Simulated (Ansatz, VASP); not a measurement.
**I in VASP and in Ansatz**

File INCAR:

```
PREC     = Accurate       # precision mode
ENCUT    = 500            # plane-wave cutoff, eV
EDIFF    = 1E-6           # SCF threshold, eV
ISMEAR   = -1             # smearing method
SIGMA    = 0.002          # smearing width, eV
LREAL    = F              # projectors in reciprocal space
LASPH    = T              # aspherical terms in the spheres
NELM     = 120            # most SCF steps
ALGO     = Normal         # electronic algorithm
ISIF     = 2              # what is computed and relaxed
LWAVE    = F              # write WAVECAR
LCHARG   = F              # write CHGCAR
GGA      = PE             # functional
NBANDS   = 10             # bands
GGA_COMPAT= F
```

File KPOINTS:

```
regular mesh
0
Gamma
  6 6 6
```

Contents of POSCAR:

```
I
1.0
    0.0000000000      2.3656004428      3.9098401324
    2.1922454667      0.0000000000      3.9098401324
    2.1922454667      2.3656004428      0.0000000000
I
1
Direct
    0.0000000000      0.0000000000      0.0000000000
```

Input for Ansatz:

```yaml
crystal:
  lattice:
    - [0.0, 2.3656004428, 3.9098401324]
    - [2.1922454667, 0.0, 3.9098401324]
    - [2.1922454667, 2.3656004428, 0.0]
  atoms:
    - { symbol: I, position: [0.0, 0.0, 0.0] }
basis:
  ecutwfc: 440
kpoints:
  mp_grid: { grid: [6, 6, 6] }
hamiltonian:
  xc: pbe
scf:
  occupations: { method: fermi_dirac, width: 0.002 }
  n_extra_bands: 5
  max_iter: 30
  convergence: { dr2_threshold: "1e-8 eV" }
output:
  forces: true
  stress: true
  eigenvalues: true
```

Alike in both runs: task single point; functional PBE; k mesh 6 × 6 × 6; occupations fermi-dirac, width 0.002 eV; no spin polarisation.

|  | VASP | Ansatz |
| --- | --- | --- |
| version | VASP 6.6.1 | Ansatz 0.2.0 |
| potentials or method | VASP PAW PBE potentials, release 64 (I), cutoff 500 eV | scalar-relativistic, plane waves, PAW |
| valence electrons in the cell | 7 | 17 |

|  | VASP | Ansatz | Ansatz less VASP |
| --- | --- | --- | --- |
| gap on the k mesh at the Fermi level (eV) | none | none | - |
| pressure (GPa) | 0.6 | 0.6 | +0.04 |
| traceless stress, the component that is largest in VASP (GPa) | -0.31 | -0.29 | +0.020 |

A gap of «none» marks a metal or a gap that the smearing closes. VASP's potentials hold 7 valence electrons a cell and Ansatz's 17, so a difference there can come from the potentials and not from the codes. Ansatz's warnings: stress scf threshold loose.

Neither program's run includes spin-orbit coupling.
